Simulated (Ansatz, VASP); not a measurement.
# One calculation of C, two programs

```
C
1.0
     1.28943    0.74445    3.43069
    -1.28943    0.74445    3.43069
     0.00000   -1.48890    3.43069
C
2
Direct
  0.16400 0.16400 0.16400
  0.83600 0.83600 0.83600
```

Change from the starting cell: strain +0.050 along x and y, +0.025 along z, atoms carried along.

Alike in both runs: task single point; functional LDA; k mesh 12 × 12 × 12; occupations gaussian, width 0.05 eV; no spin polarisation.

|  | VASP | Ansatz |
| --- | --- | --- |
| version | VASP 6.6.1 | Ansatz 0.2.0 |
| potentials or method | VASP PAW LDA potentials, release 64 (C), cutoff 520 eV | scalar-relativistic, plane waves, PAW |
| valence electrons in the cell | 8 | 8 |

```csv
,VASP,Ansatz,Ansatz less VASP
gap on the k mesh at the Fermi level (eV),0.71,0.71,-0.002
least direct gap on the mesh (eV),0.71,0.71,-0.002
pressure (GPa),-35.3,-35.9,-0.61
"traceless stress, the component that is largest in VASP (GPa)",33.99,34.72,+0.727
rms of the force components (eV/Å),0.519,0.522,+0.0028
```

LDA's correlation is that of Perdew and Zunger in VASP and of Perdew and Wang (1992) in Ansatz. Atom by atom the forces differ by 0.003 eV/Å (rms over components). Both programs put the cell under strong tension, so it lies far from rest at this level.

Noted on VASP's run: the cell as given lies far from equilibrium.
